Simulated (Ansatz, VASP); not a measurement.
**GaN in VASP and in Ansatz**

```xyz
4
Lattice="3.1518 0.0000 0.0000 -1.5759 2.7295 0.0000 0.0000 0.0000 5.1384" Properties=species:S:1:pos:R:3 pbc="T T T"
Ga    0.0077    1.8424    5.0377
Ga    1.5836    0.9325    2.4685
N    -0.0077    1.7970    2.0276
N     1.5682    0.8872    4.5968
```

Change from the starting cell: all N atoms moved 0.2 Å in one direction.

Alike in both runs: task single point; functional LDA; k mesh 12 × 12 × 4; occupations gaussian, width 0.05 eV; no spin polarisation.

|  | VASP | Ansatz |
| --- | --- | --- |
| version | VASP 6.6.1 | Ansatz 0.2.0 |
| potentials or method | VASP PAW LDA potentials, release 64 (Ga_d, N), cutoff 520 eV | scalar-relativistic, plane waves, PAW |
| valence electrons in the cell | 36 | 36 |

VASP gave:

```
gap on the k mesh at the Fermi level (eV)                     : 1.99
least direct gap on the mesh (eV)                             : 1.99
pressure (GPa)                                                : 4.7
traceless stress, the component that is largest in VASP (GPa) : -10.61
rms of the force components (eV/Å)                            : 0.979
```

Q: What did Ansatz give for the same quantities?

A: gap on the k mesh at the Fermi level (eV): 1.98; least direct gap on the mesh (eV): 1.98; pressure (GPa): 3.5; traceless stress, the component that is largest in VASP (GPa): -10.03; rms of the force components (eV/Å): 0.961.

LDA's correlation is that of Perdew and Zunger in VASP and of Perdew and Wang (1992) in Ansatz. Atom by atom the forces differ by 0.018 eV/Å (rms over components).
